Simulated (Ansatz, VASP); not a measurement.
**One calculation of Mo, two programs**

INCAR

```
  ALGO = Normal
  EDIFF = 1E-7
  EDIFFG = -0.04
  ENCUT = 600
  GGA = PE
  IBRION = 2
  ISIF = 3
  ISMEAR = 0
  LASPH = T
  LCHARG = F
  LREAL = F
  LWAVE = F
  NELM = 100
  NSW = 90
  PREC = Accurate
  SIGMA = 0.1
```

File KPOINTS:

```
k-points
0
Gamma
  6 6 4
```

Contents of POSCAR:

```
Mo
1.0
    2.9109844791      0.0000000000      0.0000000000
   -1.4554922396      2.5209865089      0.0000000000
    0.0000000000      0.0000000000      4.7246819739
Mo
2
Direct
    0.3333333333      0.6666666667      0.2500000000
    0.6666666667      0.3333333333      0.7500000000
```

Input for Ansatz:

```yaml
crystal:
  lattice:
    - [2.9109844791, 0.0, 0.0]
    - [-1.4554922396, 2.5209865089, 0.0]
    - [0.0, 0.0, 4.7246819739]
  atoms:
    - { symbol: Mo, position: [0.3333333333, 0.6666666667, 0.25] }
    - { symbol: Mo, position: [0.6666666667, 0.3333333333, 0.75] }
basis:
  ecutwfc: 420
kpoints:
  mp_grid: { grid: [6, 6, 4] }
hamiltonian:
  xc: pbe
scf:
  occupations: { method: gaussian, width: 0.1 }
  lower_state_search: "off"
output:
  forces: true
  stress: true
  eigenvalues: true
relax:
  adjacent_minimum: "off"
  f_tol: 0.04
  max_steps: 70
  cell: { stress_tol: 0.4 }
```

Alike in both runs: task relaxation of cell and atoms; functional PBE; k mesh 6 × 6 × 4; occupations gaussian, width 0.1 eV; no spin polarisation.

```csv
,VASP,Ansatz
version,VASP 6.6.1,Ansatz 0.2.0
potentials or method,"VASP PAW PBE potentials, release 64 (Mo_sv), cutoff 600 eV","scalar-relativistic, plane waves, PAW"
valence electrons in the cell,28,28
```

Ansatz gave:

```
gap on the k mesh at the Fermi level, each at its own relaxed structure (eV) : none
relaxed volume (Å³/atom)                                                     : 15.97
relaxed cell length with the largest relative difference (Å)                 : 2.874
```

Estimate VASP's values.

gap on the k mesh at the Fermi level, each at its own relaxed structure (eV): none; relaxed volume (Å³/atom): 16.00; relaxed cell length with the largest relative difference (Å): 2.878.

A gap of «none» marks a metal or a gap that the smearing closes.

The k mesh is coarse, so the values compare programs but aren't converged.
